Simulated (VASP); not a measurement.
# Si3As (P4/mmm) in VASP: notebook

The runs below take Si3As through single point, with PBE.

All numbers are computed with VASP 6.6.1; they aren't measurements. Logs are shortened: lines on timing, memory, paths and dates and some standing lists are left out, and cuts for length are marked.

### Step 1. The cell of the first run

It takes space group P4/mmm (No. 123, tetragonal). Conventional cell: a = 3.248 Å, b = 3.248 Å, c = 6.002 Å, α = 90.00°, β = 90.00°, γ = 90.00°. Within 3.5 Å of Si (site symmetry 4mm) lie 10 Si at 2.64 to 3.36 Å and 4 As at 2.85 Å. Within 3.5 Å of Si (site symmetry 4/mmm) lie 12 Si at 2.65 to 3.25 Å and 2 As at 3.00 Å. Within 3.7 Å of As (site symmetry 4/mmm) lie 10 Si at 2.85 to 3.00 Å and 4 As at 3.25 Å.

The cell was built from a structure type or drawn by symmetry, and may not be a known phase.

### Step 2. Single point, PBE

Input file INCAR:

```
SYSTEM = Si3As
PREC = Accurate
ENCUT = 520
EDIFF = 1E-6
ISMEAR = 0
SIGMA = 0.1
LREAL = .FALSE.
LASPH = .TRUE.
NELM = 80
ALGO = Normal
ISIF = 2
LWAVE = .FALSE.
LCHARG = .FALSE.
GGA = PE
NBANDS = 16
```

Input file KPOINTS:

```
regular mesh
0
G
  6 6 4
  0 0 0
```

Input file POSCAR:

```
Si3As
1.0
    3.2481978107      0.0000000000      0.0000000000
    0.0000000000      3.2481978107      0.0000000000
    0.0000000000      0.0000000000      6.0022460941
Si As
3 1
Direct
    0.5000000000      0.5000000000      0.2798349562
    0.5000000000      0.5000000000      0.7201650438
    0.0000000000      0.0000000000      0.5000000000
    0.0000000000      0.0000000000      0.0000000000
```

Potentials or basis: VASP PAW PBE potentials, release 64 (Si, As).

Started as:

```
cat potpaw_PBE.64/Si/POTCAR potpaw_PBE.64/As/POTCAR > POTCAR
mpirun -np 1 vasp_std > vasp.out
```

OUTCAR:

```text
SYSTEM = Si3As
   PREC = Accurate
   ENCUT = 520
   EDIFF = 1E-6
   ISMEAR = 0
   LREAL = .FALSE.
   LASPH = .TRUE.
   NELM = 80
   ISIF = 2
   GGA = PE

 ion  position               nearest neighbor table
   1  0.500  0.500  0.280-   2 2.64   3 2.65   3 2.65   3 2.65   3 2.65   4 2.85   4 2.85   4 2.85
                             4 2.85
   2  0.500  0.500  0.720-   1 2.64   3 2.65   3 2.65   3 2.65   3 2.65   4 2.85   4 2.85   4 2.85
                             4 2.85
   3  0.000  0.000  0.500-   1 2.65   2 2.65   1 2.65   2 2.65   1 2.65   2 2.65   1 2.65   2 2.65
                             4 3.00   4 3.00
   4  0.000  0.000  0.000-   1 2.85   2 2.85   1 2.85   2 2.85   1 2.85   2 2.85   1 2.85   2 2.85
                             3 3.00   3 3.00

  LATTYP: Found a simple tetragonal cell.
 ALAT       =     3.2481978107
 C/A-ratio  =     1.8478696323

  Lattice vectors:

 A1 = (   3.2481978107,   0.0000000000,   0.0000000000)
 A2 = (   0.0000000000,   3.2481978107,   0.0000000000)
 A3 = (   0.0000000000,   0.0000000000,   6.0022460941)

Analysis of symmetry for initial positions (statically):
=====================================================================
 Subroutine PRICEL returns:
 Original cell was already a primitive cell.

 Routine SETGRP: Setting up the symmetry group for a
 simple tetragonal supercell.

 Subroutine GETGRP returns: Found 16 space group operations
 (whereof 16 operations were pure point group operations)
 out of a pool of 16 trial point group operations.

The static configuration has the point symmetry D_4h.

Analysis of symmetry for dynamics (positions and initial velocities):
=====================================================================
 Subroutine PRICEL returns:
 Original cell was already a primitive cell.

 Routine SETGRP: Setting up the symmetry group for a
 simple tetragonal supercell.

 Subroutine GETGRP returns: Found 16 space group operations
 (whereof 16 operations were pure point group operations)
 out of a pool of 16 trial point group operations.

The dynamic configuration has the point symmetry D_4h.

 Subroutine INISYM returns: Found 16 space group operations
 (whereof 16 operations are pure point group operations),
 and found     1 'primitive' translations

----------------------------------------------------------------------------------------

                                     Primitive cell

  volume of cell :      63.3284

  direct lattice vectors                    reciprocal lattice vectors
     3.248197811  0.000000000  0.000000000     0.307863024  0.000000000  0.000000000
     0.000000000  3.248197811  0.000000000     0.000000000  0.307863024  0.000000000
     0.000000000  0.000000000  6.002246094     0.000000000  0.000000000  0.166604299

  length of vectors
     3.248197811  3.248197811  6.002246094     0.307863024  0.307863024  0.166604299

  position of ions in fractional coordinates (direct lattice)
     0.500000000  0.500000000  0.279834956
     0.500000000  0.500000000  0.720165044
     0.000000000  0.000000000  0.500000000
     0.000000000  0.000000000  0.000000000

  ion indices of the primitive-cell ions
   primitive index   ion index
                 1           1
                 2           2
                 3           3
                 4           4

----------------------------------------------------------------------------------------

 KPOINTS: regular mesh

Automatic generation of k-mesh.
 Grid dimensions read from file:
 generate k-points for:    6    6    4

 Generating k-lattice:

  Cartesian coordinates                     Fractional coordinates (reciprocal lattice)
     0.051310504  0.000000000  0.000000000     0.166666667  0.000000000  0.000000000
     0.000000000  0.051310504  0.000000000     0.000000000  0.166666667  0.000000000
     0.000000000  0.000000000  0.041651075     0.000000000  0.000000000  0.250000000

  Length of vectors
     0.051310504  0.051310504  0.041651075

  Shift w.r.t. Gamma in fractional coordinates (k-lattice)
     0.000000000  0.000000000  0.000000000

 Subroutine IBZKPT returns following result:
 ===========================================

 Found     30 irreducible k-points:

 Following reciprocal coordinates:
            Coordinates               Weight
  0.000000  0.000000  0.000000      1.000000
  0.166667  0.000000  0.000000      4.000000
  0.333333  0.000000  0.000000      4.000000
  0.500000  0.000000  0.000000      2.000000
  0.166667  0.166667  0.000000      4.000000
  0.333333  0.166667  0.000000      8.000000
[... 16 lines left out ...]
  0.333333  0.000000  0.500000      4.000000
  0.500000  0.000000  0.500000      2.000000
 [... further k-points ...]
   k-points           NKPTS =     30   k-points in BZ     NKDIM =     30   number of bands    NBANDS=     16
   number of dos      NEDOS =    301   number of ions     NIONS =      4
   total plane-waves  NPLWV =  27648
   dimension x,y,z NGX =    24 NGY =   24 NGZ =   48
   dimension x,y,z NGXF=    48 NGYF=   48 NGZF=   96
   ions per type =               3   1
   NGX,Y,Z   is equivalent  to a cutoff of  12.28, 12.28, 13.29 a.u.
   NGXF,Y,Z  is equivalent  to a cutoff of  24.57, 24.57, 26.59 a.u.
 SYSTEM =  Si3As
   PREC   = accura    normal or accurate (medium, high low for compatibility)
   ISTART =      0    job   : 0-new  1-cont  2-samecut
   ICHARG =      2    charge: 1-file 2-atom 10-const
   ISPIN  =      1    spin polarized calculation?
   LNONCOLLINEAR =      F non collinear calculations
   LSORBIT =      F    spin-orbit coupling
   LASPH  =      T    aspherical Exc in radial PAW
   ENCUT  =  520.0 eV  38.22 Ry    6.18 a.u.   6.04  6.04 11.16*2*pi/ulx,y,z
   NELM   =     80;   NELMIN=  2; NELMDL= -5     # of ELM steps
   EDIFF  = 0.1E-05   stopping-criterion for ELM
   LREAL  =      F    real-space projection
   EDIFFG = 0.1E-04   stopping-criterion for IOM
   NSW    =      0    number of steps for IOM
   IBRION =     -1    ionic relax: 0-MD 1-quasi-New 2-CG
   NFREE  =      0    steps in history (QN), initial steepest desc. (CG)
   ISIF   =      2    stress and relaxation
   ISYM   =      2    0-nonsym 1-usesym 2-fastsym
   POTIM  = 0.5000    time-step for ionic-motion
   TEBEG  =    0.0;   TEEND  =   0.0 temperature during run
   PSTRESS=    0.0 pullay stress
   NELECT =      17.0000    total number of electrons
   NUPDOWN=      -1.0000    fix difference up-down
   EMIN   =  10.00;   EMAX   =-10.00  energy-range for DOS
   EFERMI =   0.00;   METHOD = LEGACY
   ISMEAR =     0;   SIGMA  =   0.10  broadening in eV -4-tet -1-fermi 0-gaus
   EFERMI_NEDOS =   21; number of points for ismear=-14 and -15
   IALGO  =     38    algorithm
   IMIX   =      4    mixing-type and parameters
     AMIX     =   0.40;   BMIX     =  1.00
     AMIX_MAG =   1.60;   BMIX_MAG =  1.00
  volume/ion in A,a.u.               =      15.83       106.84
  Fermi-wavevector in a.u.,A,eV,Ry     =   1.056067  1.995678 15.174278  1.115278
  Thomas-Fermi vector in A             =   2.191289
   LORBIT       =      0    0 simple, 1 ext, 2 COOP (PROOUT), +10 PAW based schemes
   GGA     = PE    functional components
   LHFCALC =     F    Hartree Fock is set to
   AEXX    =    0.0000 exact exchange contribution
   IVDW    =     0    specifies the selected vdW correction
   LEPSILON=     F    determine dielectric tensor
   LRPA    =     F    only Hartree local field effects (RPA)
 non-spin polarized calculation
 Gauss-broadening in eV      SIGMA  =   0.10
  energy-cutoff  :      520.00
  volume of cell :       63.33
 maximum number of plane-waves:      1728
   NGX = 13   NGY = 13   NGZ = 23

 number of electron      17.0000003 magnetization

 Free energy of the ion-electron system (eV)
  ---------------------------------------------------
  ext. energy  EPLUGINS =         0.00000000
  ---------------------------------------------------
  free energy    TOTEN  =       -18.90518445 eV

  energy without entropy =      -18.89936967  energy(sigma->0) =      -18.90227706

 E-fermi :   8.9049     XC(G=0): -11.0123

 val. band max:        8.6950015399   @ k =   0.3333   0.0000   0.2500
 cond. band min:       8.9493615625   @ k =   0.0000   0.0000   0.5000
 fundamental gap:      0.2543600226
 Fermi energy:         8.9049416889

 k-point     1 :       0.0000    0.0000    0.0000
  band No.  band energies     occupation
      1      -5.7356      2.00000
      2      -2.3365      2.00000
      3      -0.9583      2.00000
      4       7.0878      2.00000
      5       7.0878      2.00000
      6       7.4647      2.00000
[... 8 lines left out ...]
     15      13.6172      0.00000
     16      15.0684      0.00000

 k-point     2 :       0.1667    0.0000    0.0000
  band No.  band energies     occupation
      1      -5.3690      2.00000
      2      -2.0118      2.00000
      3      -0.5785      2.00000
      4       3.9228      2.00000
      5       7.0780      2.00000
      6       7.4381      2.00000
[... 8 lines left out ...]
     15      14.3612      0.00000
     16      15.8102      0.00000

 k-point     3 :       0.3333    0.0000    0.0000
  band No.  band energies     occupation
      1      -4.3044      2.00000
      2      -1.2528      2.00000
      3       0.5552      2.00000
      4       1.0056      2.00000
      5       4.1651      2.00000
      6       4.9922      2.00000
[... 8 lines left out ...]
     15      14.5011      0.00000
     16      15.4925      0.00000

 k-point     4 :       0.5000    0.0000    0.0000
  band No.  band energies     occupation
      1      -3.1079      2.00000
      2      -1.7500      2.00000
      3       0.5929      2.00000
      4       2.3983      2.00000
      5       2.4515      2.00000
      6       2.4751      2.00000
[... 8 lines left out ...]
     15      13.7364      0.00000
     16      15.2377      0.00000

 k-point     5 :       0.1667    0.1667    0.0000
  band No.  band energies     occupation
      1      -5.0046      2.00000
      2      -1.6901      2.00000
      3      -0.2000      2.00000
      4       3.8607      2.00000
      5       4.8911      2.00000
      6       6.9472      2.00000
[... 8 lines left out ...]
     15      15.1607      0.00000
     16      15.3686      0.00000

 k-point     6 :       0.3333    0.1667    0.0000
  band No.  band energies     occupation
      1      -3.9491      2.00000
      2      -0.9401      2.00000
      3       0.9292      2.00000
      4       1.3744      2.00000
      5       4.4620      2.00000
      6       5.3247      2.00000
[... 8 lines left out ...]
     15      14.9229      0.00000
     16      15.0738      0.00000
[... 267 lines left out ...]
 k-point    21 :       0.0000    0.0000    0.5000
  band No.  band energies     occupation
      1      -4.9966      2.00000
      2      -4.4434      2.00000
      3       2.8619      2.00000
      4       3.6291      2.00000
      5       7.8882      2.00000
      6       7.8882      2.00000
[... 8 lines left out ...]
     15      14.4596      0.00000
     16      16.1451      0.00000

 k-point    22 :       0.1667    0.0000    0.5000
  band No.  band energies     occupation
      1      -4.6480      2.00000
      2      -4.0630      2.00000
      3       2.9156      2.00000
      4       3.9884      2.00000
      5       4.8065      2.00000
      6       5.4872      2.00000
[... 8 lines left out ...]
     15      15.2054      0.00000
     16      15.6993      0.00000

 k-point    23 :       0.3333    0.0000    0.5000
  band No.  band energies     occupation
      1      -3.6701      2.00000
      2      -2.9275      2.00000
      3       1.4177      2.00000
      4       1.5536      2.00000
      5       4.9722      2.00000
      6       5.1173      2.00000
[... 8 lines left out ...]
     15      15.3324      0.00000
     16      16.0085      0.00000

 k-point    24 :       0.5000    0.0000    0.5000
  band No.  band energies     occupation
      1      -2.7656      2.00000
      2      -1.1936      2.00000
      3      -0.8917      2.00000
      4      -0.0671      2.00000
      5       6.1014      2.00000
      6       6.7296      2.00000
[... 8 lines left out ...]
     15      13.7411      0.00000
     16      13.9248      0.00000

 [... further k-points ...]

------------------------ aborting loop because EDIFF is reached ----------------------------------------

  FORCE on cell =-STRESS in cart. coord.  units (eV):
  Direction    XX          YY          ZZ          XY          YZ          ZX
  --------------------------------------------------------------------------------------
  -------------------------------------------------------------------------------------
  Total        0.0293978      0.0293978      0.0493430      0.0000000      0.0000000      0.0000000
  in kB        0.7437504      0.7437504      1.2483530      0.0000000      0.0000000      0.0000000
  external PRESSURE =       0.9119512 kB  Pullay stress =       0.0000000 kB

 VOLUME and BASIS-vectors are now :
 -----------------------------------------------------------------------------
  energy-cutoff  :      520.00
  volume of cell :       63.33
      direct lattice vectors                 reciprocal lattice vectors
     3.248197811  0.000000000  0.000000000     0.307863024  0.000000000  0.000000000
     0.000000000  3.248197811  0.000000000     0.000000000  0.307863024  0.000000000
     0.000000000  0.000000000  6.002246094     0.000000000  0.000000000  0.166604299

 POSITION                                       TOTAL-FORCE (eV/Angst)
 -----------------------------------------------------------------------------------
      1.62410      1.62410      1.67964        -0.000000     -0.000000      0.010853
      1.62410      1.62410      4.32261         0.000000      0.000000     -0.010853
      0.00000      0.00000      3.00112        -0.000000     -0.000000      0.000000
      0.00000      0.00000      0.00000        -0.000000     -0.000000      0.000000
 -----------------------------------------------------------------------------------
    total drift:                               -0.000000     -0.000000     -0.000000

  FREE ENERGIE OF THE ION-ELECTRON SYSTEM (eV)
  ---------------------------------------------------
  free  energy   TOTEN  =       -18.9051844518 eV

  energy  without entropy=      -18.8993696722  energy(sigma->0) =      -18.90227706
```

Wall time 26 s (1 thread of Intel Xeon 8259CL, shared host); peak memory 0.18 GiB.

What came out:

```yaml
Free_energy: -18.9052 eV
Pressure: 0.1 GPa
Largest_force: 0.011 eV/Å
Band_gap_on_the_k_mesh: zero (an odd number of electrons rules out a gap without spin polarisation)
```

Forces on the atoms (eV/Å):
```
Si   0.000  0.000  0.011
Si   0.000  0.000 -0.011
Si   0.000  0.000  0.000
As   0.000  0.000  0.000
```

Levels at points of the mesh, in eV from the Fermi level:
```
           k point  band 4  band 5  band 6  band 7  band 8  band 9  band 10  band 11  band 12  band 13
(0.00, 0.00, 0.00)   -1.82   -1.82   -1.44    0.34    1.28    1.37     1.37     2.08     2.50     2.50
(0.50, 0.00, 0.00)   -6.51   -6.45   -6.43    0.94    1.60    2.80     3.32     3.37     3.45     4.17
(0.50, 0.50, 0.00)   -6.81   -5.54   -3.89   -3.71   -3.25   -3.25    -2.79    -2.41    -2.41     4.71
(0.00, 0.00, 0.50)   -5.28   -1.02   -1.02   -0.75   -0.75    0.04     0.13     2.53     4.04     5.53
(0.50, 0.00, 0.50)   -8.97   -2.80   -2.18   -1.73   -1.64    1.47     1.90     2.27     3.50     4.30
(0.50, 0.50, 0.50)   -6.03   -6.03   -5.59   -5.59   -5.58    0.08     0.18     0.44     1.39     1.39
```

(Continued in part 2 of 2.)
